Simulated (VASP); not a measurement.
Set up this calculation in VASP 6.6.1, as the native input.

- Task: single point
- Functional: r2SCAN
- Potentials or basis: VASP PAW PBE potentials, release 64 (Si, O)
- Cutoff: 660 eV
- k mesh: 6 × 6 × 4
- Occupations: gaussian, width 0.01 eV
- Spin: no spin polarisation
- Dipole correction: no
- Further INCAR settings: ALGO = Normal; EDIFF = 1e-06; NBANDS = 44

Crystal: SiO2.

```
Si O
1.0
     5.06907    0.00000    0.00000
    -2.53454    4.38995    0.00000
     0.00000    0.00000    8.55849
Si O
4 8
Direct
  0.33333 0.66667 0.43713
  0.33333 0.66667 0.06287
  0.66667 0.33333 0.56287
  0.66667 0.33333 0.93713
  0.42126 0.00000 0.00000
  0.33333 0.66667 0.25000
  0.66667 0.33333 0.75000
  0.00000 0.57874 0.50000
  0.57874 0.57874 0.00000
  0.57874 0.00000 0.50000
  0.42126 0.42126 0.50000
  0.00000 0.42126 0.00000
```

These files were run (other wordings do the same):

POSCAR

```
SiO2
1.0
    5.0690738885      0.0000000000      0.0000000000
   -2.5345369442      4.3899467611      0.0000000000
    0.0000000000      0.0000000000      8.5584885400
Si O
4 8
Direct
    0.3333333333      0.6666666667      0.4371258000
    0.3333333333      0.6666666667      0.0628742000
    0.6666666667      0.3333333333      0.5628742000
    0.6666666667      0.3333333333      0.9371258000
    0.4212587450      0.0000000000      0.0000000000
    0.3333333333      0.6666666667      0.2500000000
    0.6666666667      0.3333333333      0.7500000000
    0.0000000000      0.5787412550      0.5000000000
    0.5787412550      0.5787412550      0.0000000000
    0.5787412550      0.0000000000      0.5000000000
    0.4212587450      0.4212587450      0.5000000000
    0.0000000000      0.4212587450      0.0000000000
```

INCAR.step1

```
SYSTEM = SiO2
PREC     = Accurate       ! precision mode
ENCUT    = 660            ! plane-wave cutoff, eV
ISMEAR   = 0              ! smearing method
SIGMA    = 0.01           ! smearing width, eV
LREAL    = .False.        ! projectors in reciprocal space
LASPH    = .True.         ! aspherical terms in the spheres
NELM     = 120            ! most SCF steps
NBANDS   = 44             ! bands
GGA      = PE             ! functional
ALGO     = Normal         ! electronic algorithm
EDIFF    = 1E-5           ! SCF threshold, eV
LWAVE    = .True.         ! write WAVECAR
LCHARG   = .False.        ! write CHGCAR
GGA_COMPAT= .False.
```

INCAR.step2

```
SYSTEM = SiO2
PREC     = Accurate       ! precision mode
ENCUT    = 660            ! plane-wave cutoff, eV
EDIFF    = 1E-6           ! SCF threshold, eV
ISMEAR   = 0              ! smearing method
SIGMA    = 0.01           ! smearing width, eV
LREAL    = .False.        ! projectors in reciprocal space
LASPH    = .True.         ! aspherical terms in the spheres
NELM     = 120            ! most SCF steps
ALGO     = Normal         ! electronic algorithm
ISIF     = 2              ! what is computed and relaxed
LWAVE    = .False.        ! write WAVECAR
LCHARG   = .True.         ! write CHGCAR
METAGGA  = R2SCAN         ! meta-GGA
LMIXTAU  = .True.       
LELF     = .True.         ! ELF
LVHAR    = .True.       
NBANDS   = 44             ! bands
ISTART   = 1            
GGA_COMPAT= .False.
```

KPOINTS

```
Automatic mesh
0
Gamma
  6 6 4
  0 0 0
```

Potentials or basis: VASP PAW PBE potentials, release 64 (Si, O).

The run is started by

```sh
$ cat potpaw_PBE.64/Si/POTCAR potpaw_PBE.64/O/POTCAR > POTCAR
$ cp INCAR.step1 INCAR
$ mpirun -np 1 vasp_std > vasp.out
$ cp INCAR.step2 INCAR
$ mpirun -np 1 vasp_std > vasp.out
```

Results of the run:

```yaml
Pressure: -0.1 GPa
Largest_force: 0.024 eV/Å
Band_gap_on_the_k_mesh: 6.18 eV (least direct gap 6.22 eV)
```

Caveat: the PAW data sets were made with another functional, which shifts forces and pressure a little.

Run time: 17 min on 1 thread of Oxide Virtual Turin-like Processor, on a shared host, peak memory 0.43 GiB.
